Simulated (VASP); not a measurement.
# Mg5O (P-6m2) in VASP: a series of runs

Runs on Mg5O. Level: PBE. Tasks: single point, relaxation of cell and atoms.

Program: VASP 6.6.1. These are calculated values, not measurements. Logs are shortened: lines on timing, memory, paths and dates and some standing lists are left out, and cuts for length are marked.

## 1. The cell of the first run

The structure is hexagonal, space group P-6m2 (No. 187). The conventional cell has a = 3.119 Å, b = 3.119 Å, c = 13.004 Å, α = 90.00°, β = 90.00°, γ = 120.00°. Within 3.2 Å of Mg (site symmetry 3m) lie 3 O at 2.23 Å and 10 Mg at 2.64 to 3.14 Å. Mg (site symmetry 3m) has 12 Mg at 3.12 to 3.17 Å and 1 O at 3.90 Å within 4.1 Å. Mg (site symmetry -6m2) has 12 Mg at 3.12 to 3.17 Å within 4.1 Å. Within 3.2 Å of O (site symmetry -6m2) lie 6 Mg at 2.23 Å and 6 O at 3.12 Å.

The cell was built from a structure type or drawn by symmetry, and may not be a known phase.

## 2. Single point, PBE

INCAR

```
SYSTEM = Mg5O
PREC = Accurate
ENCUT = 520
EDIFF = 1E-6
ISMEAR = 0
SIGMA = 0.1
LREAL = .FALSE.
LASPH = .TRUE.
NELM = 100
ALGO = Normal
ISIF = 2
LWAVE = .FALSE.
LCHARG = .FALSE.
GGA = PE
NBANDS = 17
```

KPOINTS

```
Automatic mesh
0
G
  6 6 2
  0 0 0
```

POSCAR

```
Mg5O
1.0
    3.1188116504      0.0000000000      0.0000000000
   -1.5594058252      2.7009701189      0.0000000000
    0.0000000000      0.0000000000     13.0036721637
Mg O
5 1
Direct
    0.6666666667      0.3333333333      0.1015196534
    0.0000000000      0.0000000000      0.2997336563
    0.6666666667      0.3333333333      0.5000000000
    0.0000000000      0.0000000000      0.7002663437
    0.6666666667      0.3333333333      0.8984803466
    0.0000000000      0.0000000000      0.0000000000
```

Potentials or basis: VASP PAW PBE potentials, release 64 (Mg, O).

Command:

```console
> cat potpaw_PBE.64/Mg/POTCAR potpaw_PBE.64/O/POTCAR > POTCAR
> mpirun -np 1 vasp_std > vasp.out
```

OUTCAR:

```text
SYSTEM = Mg5O
   PREC = Accurate
   ENCUT = 520
   EDIFF = 1E-6
   ISMEAR = 0
   LREAL = .FALSE.
   LASPH = .TRUE.
   NELM = 100
   ISIF = 2
   GGA = PE

 ion  position               nearest neighbor table
   1  0.667  0.333  0.102-   6 2.23   6 2.23   6 2.23   5 2.64   2 3.14   2 3.14   2 3.14
   2  0.000  0.000  0.300-   1 3.14   1 3.14   1 3.14   3 3.17   3 3.17   3 3.17
   3  0.667  0.333  0.500-   2 3.17   4 3.17   2 3.17   4 3.17   2 3.17   4 3.17
   4  0.000  0.000  0.700-   5 3.14   5 3.14   5 3.14   3 3.17   3 3.17   3 3.17
   5  0.667  0.333  0.898-   6 2.23   6 2.23   6 2.23   1 2.64   4 3.14   4 3.14   4 3.14
   6  0.000  0.000  0.000-   1 2.23   5 2.23   1 2.23   5 2.23   1 2.23   5 2.23

  LATTYP: Found a hexagonal cell.
 ALAT       =     3.1188116504
 C/A-ratio  =     4.1694317007

  Lattice vectors:

 A1 = (   3.1188116504,   0.0000000000,   0.0000000000)
 A2 = (  -1.5594058252,   2.7009701189,   0.0000000000)
 A3 = (   0.0000000000,   0.0000000000,  13.0036721637)

Analysis of symmetry for initial positions (statically):
=====================================================================
 Subroutine PRICEL returns:
 Original cell was already a primitive cell.

 Routine SETGRP: Setting up the symmetry group for a
 hexagonal supercell.

 Subroutine GETGRP returns: Found 12 space group operations
 (whereof 12 operations were pure point group operations)
 out of a pool of 24 trial point group operations.

The static configuration has the point symmetry D_3h.

Analysis of symmetry for dynamics (positions and initial velocities):
=====================================================================
 Subroutine PRICEL returns:
 Original cell was already a primitive cell.

 Routine SETGRP: Setting up the symmetry group for a
 hexagonal supercell.

 Subroutine GETGRP returns: Found 12 space group operations
 (whereof 12 operations were pure point group operations)
 out of a pool of 24 trial point group operations.

The dynamic configuration has the point symmetry D_3h.

 Subroutine INISYM returns: Found 12 space group operations
 (whereof 12 operations are pure point group operations),
 and found     1 'primitive' translations

----------------------------------------------------------------------------------------

                                     Primitive cell

  volume of cell :     109.5406

  direct lattice vectors                    reciprocal lattice vectors
     3.118811650  0.000000000  0.000000000     0.320634944  0.185118671  0.000000000
    -1.559405825  2.700970119  0.000000000     0.000000000  0.370237343  0.000000000
     0.000000000  0.000000000 13.003672164     0.000000000  0.000000000  0.076901354

  length of vectors
     3.118811650  3.118811650 13.003672164     0.370237343  0.370237343  0.076901354

  position of ions in fractional coordinates (direct lattice)
     0.666666667  0.333333333  0.101519653
     0.000000000  0.000000000  0.299733656
     0.666666667  0.333333333  0.500000000
     0.000000000  0.000000000  0.700266344
     0.666666667  0.333333333  0.898480347
     0.000000000  0.000000000  0.000000000

  ion indices of the primitive-cell ions
   primitive index   ion index
                 1           1
                 2           2
                 3           3
                 4           4
                 5           5
                 6           6

----------------------------------------------------------------------------------------

 KPOINTS: Automatic mesh

Automatic generation of k-mesh.
 Grid dimensions read from file:
 generate k-points for:    6    6    2

 Generating k-lattice:

  Cartesian coordinates                     Fractional coordinates (reciprocal lattice)
     0.053439157  0.030853112  0.000000000     0.166666667  0.000000000  0.000000000
     0.000000000  0.061706224  0.000000000     0.000000000  0.166666667  0.000000000
     0.000000000  0.000000000  0.038450677     0.000000000  0.000000000  0.500000000

  Length of vectors
     0.061706224  0.061706224  0.038450677

  Shift w.r.t. Gamma in fractional coordinates (k-lattice)
     0.000000000  0.000000000  0.000000000

 Subroutine IBZKPT returns following result:
 ===========================================

 Found     14 irreducible k-points:

 Following reciprocal coordinates:
            Coordinates               Weight
  0.000000  0.000000  0.000000      1.000000
  0.166667  0.000000  0.000000      6.000000
  0.333333  0.000000  0.000000      6.000000
  0.500000 -0.000000  0.000000      3.000000
  0.166667  0.166667  0.000000      6.000000
  0.333333  0.166667  0.000000     12.000000
  0.333333  0.333333  0.000000      2.000000
  0.000000  0.000000  0.500000      1.000000
  0.166667  0.000000  0.500000      6.000000
  0.333333  0.000000  0.500000      6.000000
  0.500000 -0.000000  0.500000      3.000000
  0.166667  0.166667  0.500000      6.000000
  0.333333  0.166667  0.500000     12.000000
  0.333333  0.333333  0.500000      2.000000
   k-points           NKPTS =     14   k-points in BZ     NKDIM =     14   number of bands    NBANDS=     17
   number of dos      NEDOS =    301   number of ions     NIONS =      6
   total plane-waves  NPLWV =  56448
   dimension x,y,z NGX =    24 NGY =   24 NGZ =   98
   dimension x,y,z NGXF=    48 NGYF=   48 NGZF=  196
   ions per type =               5   1
   NGX,Y,Z   is equivalent  to a cutoff of  12.79, 12.79, 12.53 a.u.
   NGXF,Y,Z  is equivalent  to a cutoff of  25.59, 25.59, 25.06 a.u.
 SYSTEM =  Mg5O
   PREC   = accura    normal or accurate (medium, high low for compatibility)
   ISTART =      0    job   : 0-new  1-cont  2-samecut
   ICHARG =      2    charge: 1-file 2-atom 10-const
   ISPIN  =      1    spin polarized calculation?
   LNONCOLLINEAR =      F non collinear calculations
   LSORBIT =      F    spin-orbit coupling
   LASPH  =      T    aspherical Exc in radial PAW
   ENCUT  =  520.0 eV  38.22 Ry    6.18 a.u.   5.80  5.80 24.18*2*pi/ulx,y,z
   NELM   =    100;   NELMIN=  2; NELMDL= -5     # of ELM steps
   EDIFF  = 0.1E-05   stopping-criterion for ELM
   LREAL  =      F    real-space projection
   EDIFFG = 0.1E-04   stopping-criterion for IOM
   NSW    =      0    number of steps for IOM
   IBRION =     -1    ionic relax: 0-MD 1-quasi-New 2-CG
   NFREE  =      0    steps in history (QN), initial steepest desc. (CG)
   ISIF   =      2    stress and relaxation
   ISYM   =      2    0-nonsym 1-usesym 2-fastsym
   POTIM  = 0.5000    time-step for ionic-motion
   TEBEG  =    0.0;   TEEND  =   0.0 temperature during run
   PSTRESS=    0.0 pullay stress
   NELECT =      16.0000    total number of electrons
   NUPDOWN=      -1.0000    fix difference up-down
   EMIN   =  10.00;   EMAX   =-10.00  energy-range for DOS
   EFERMI =   0.00;   METHOD = LEGACY
   ISMEAR =     0;   SIGMA  =   0.10  broadening in eV -4-tet -1-fermi 0-gaus
   EFERMI_NEDOS =   21; number of points for ismear=-14 and -15
   IALGO  =     38    algorithm
   IMIX   =      4    mixing-type and parameters
     AMIX     =   0.40;   BMIX     =  1.00
     AMIX_MAG =   1.60;   BMIX_MAG =  1.00
  volume/ion in A,a.u.               =      18.26       123.20
  Fermi-wavevector in a.u.,A,eV,Ry     =   0.862164  1.629254 10.113573  0.743327
  Thomas-Fermi vector in A             =   1.979925
   LORBIT       =      0    0 simple, 1 ext, 2 COOP (PROOUT), +10 PAW based schemes
   GGA     = PE    functional components
   LHFCALC =     F    Hartree Fock is set to
   AEXX    =    0.0000 exact exchange contribution
   IVDW    =     0    specifies the selected vdW correction
   LEPSILON=     F    determine dielectric tensor
   LRPA    =     F    only Hartree local field effects (RPA)
 non-spin polarized calculation
 Gauss-broadening in eV      SIGMA  =   0.10
  energy-cutoff  :      520.00
  volume of cell :      109.54
 maximum number of plane-waves:      2972
 NGX is ok and might be reduce to    24
   NGX = 11   NGY = 11   NGZ = 49

 number of electron      15.9999992 magnetization

 Free energy of the ion-electron system (eV)
  ---------------------------------------------------
  ext. energy  EPLUGINS =         0.00000000
  ---------------------------------------------------
  free energy    TOTEN  =       -16.66288878 eV

  energy without entropy =      -16.64425147  energy(sigma->0) =      -16.65357012

 E-fermi :   3.7112     XC(G=0):  -8.9852

 val. band max:        3.6058433441   @ k =   0.0000   0.0000   0.5000
 cond. band min:       3.7184806638   @ k =   0.3333   0.1667   0.0000
 fundamental gap:      0.1126373198
 Fermi energy:         3.7112391705

 k-point     1 :       0.0000    0.0000    0.0000
  band No.  band energies     occupation
      1     -16.1205      2.00000
      2      -3.7762      2.00000
      3      -3.4208      2.00000
      4      -1.9136      2.00000
      5      -1.5589      2.00000
      6      -0.1974      2.00000
[... 9 lines left out ...]
     16      14.7778      0.00000
     17      15.3834      0.00000

 k-point     2 :       0.1667    0.0000    0.0000
  band No.  band energies     occupation
      1     -15.9780      2.00000
      2      -3.3539      2.00000
      3      -2.8692      2.00000
      4      -1.5605      2.00000
      5      -1.4616      2.00000
      6      -0.6223      2.00000
[... 9 lines left out ...]
     16      11.7510      0.00000
     17      12.9579      0.00000

 k-point     3 :       0.3333    0.0000    0.0000
  band No.  band energies     occupation
      1     -15.6737      2.00000
      2      -2.8436      2.00000
      3      -2.3772      2.00000
      4      -1.1162      2.00000
      5      -0.6452      2.00000
      6      -0.1046      2.00000
[... 192 lines left out ...]
 k-point    13 :       0.3333    0.1667    0.5000
  band No.  band energies     occupation
      1     -15.5130      2.00000
      2      -3.0642      2.00000
      3      -1.8642      2.00000
      4      -1.3531      2.00000
      5       0.5663      2.00000
      6       1.2076      2.00000
[... 9 lines left out ...]
     16       8.4874      0.00000
     17       8.6084      0.00000

 k-point    14 :       0.3333    0.3333    0.5000
  band No.  band energies     occupation
      1     -15.4318      2.00000
      2      -2.5503      2.00000
      3      -2.4182      2.00000
      4      -1.6328      2.00000
      5       3.0497      2.00000
      6       3.1193      2.00000
[... 9 lines left out ...]
     16       6.8954      0.00000
     17       7.5741      0.00000

------------------------ aborting loop because EDIFF is reached ----------------------------------------

  FORCE on cell =-STRESS in cart. coord.  units (eV):
  Direction    XX          YY          ZZ          XY          YZ          ZX
  --------------------------------------------------------------------------------------
  -------------------------------------------------------------------------------------
  Total       -0.1958703     -0.1958703     -0.2046223     -0.0000000     -0.0000000      0.0000000
  in kB       -2.8648653     -2.8648653     -2.9928748     -0.0000000     -0.0000000      0.0000000
  external PRESSURE =      -2.9075351 kB  Pullay stress =       0.0000000 kB

 VOLUME and BASIS-vectors are now :
 -----------------------------------------------------------------------------
  energy-cutoff  :      520.00
  volume of cell :      109.54
      direct lattice vectors                 reciprocal lattice vectors
     3.118811650  0.000000000  0.000000000     0.320634944  0.185118671  0.000000000
    -1.559405825  2.700970119  0.000000000     0.000000000  0.370237343  0.000000000
     0.000000000  0.000000000 13.003672164     0.000000000  0.000000000  0.076901354

 POSITION                                       TOTAL-FORCE (eV/Angst)
 -----------------------------------------------------------------------------------
      1.55941      0.90032      1.32013        -0.000000      0.000000      0.008920
      0.00000      0.00000      3.89764         0.000000      0.000000     -0.003309
      1.55941      0.90032      6.50184         0.000000     -0.000000      0.000000
      0.00000      0.00000      9.10603         0.000000     -0.000000      0.003309
      1.55941      0.90032     11.68354        -0.000000      0.000000     -0.008920
      0.00000      0.00000      0.00000         0.000000      0.000000      0.000000
 -----------------------------------------------------------------------------------
    total drift:                               -0.000000      0.000000      0.000000

  FREE ENERGIE OF THE ION-ELECTRON SYSTEM (eV)
  ---------------------------------------------------
  free  energy   TOTEN  =       -16.6628887787 eV

  energy  without entropy=      -16.6442514698  energy(sigma->0) =      -16.65357012
```

Wall time 12 s (1 thread of Intel Xeon 6975P-C (Granite Rapids), shared host); peak memory 0.22 GiB.

Results:

```
Free energy            : -16.6629 eV
Pressure               : -0.3 GPa
Largest force          : 0.009 eV/Å
Band gap on the k mesh : zero (bands 8 and 9 overlap by 1.56 eV)
```

Forces on the atoms (eV/Å):
```
Mg   0.000  0.000  0.009
Mg   0.000  0.000 -0.003
Mg   0.000  0.000  0.000
Mg   0.000  0.000  0.003
Mg   0.000  0.000 -0.009
O    0.000  0.000  0.000
```

Levels at points of the mesh, in eV from the Fermi level:
```tsv
k point	band 5	band 6	band 7	band 8	band 9	band 10	band 11	band 12
(0.00, 0.00, 0.00)	-5.27	-3.91	-3.91	-2.53	-1.47	2.19	2.34	6.00
(0.50, 0.00, 0.00)	-2.16	-2.08	-1.77	-0.92	-0.59	0.08	0.94	1.71
(0.00, 0.00, 0.50)	-4.18	-3.91	-3.91	-3.67	-0.11	0.40	3.89	4.97
(0.50, 0.00, 0.50)	-2.22	-2.01	-1.62	-1.30	-0.39	0.15	1.09	1.51
```

Caveat: the k points lie up to 0.39 Å⁻¹ apart, too coarse for converged energies and pressures of a metal.

[end of part 1 of 2]
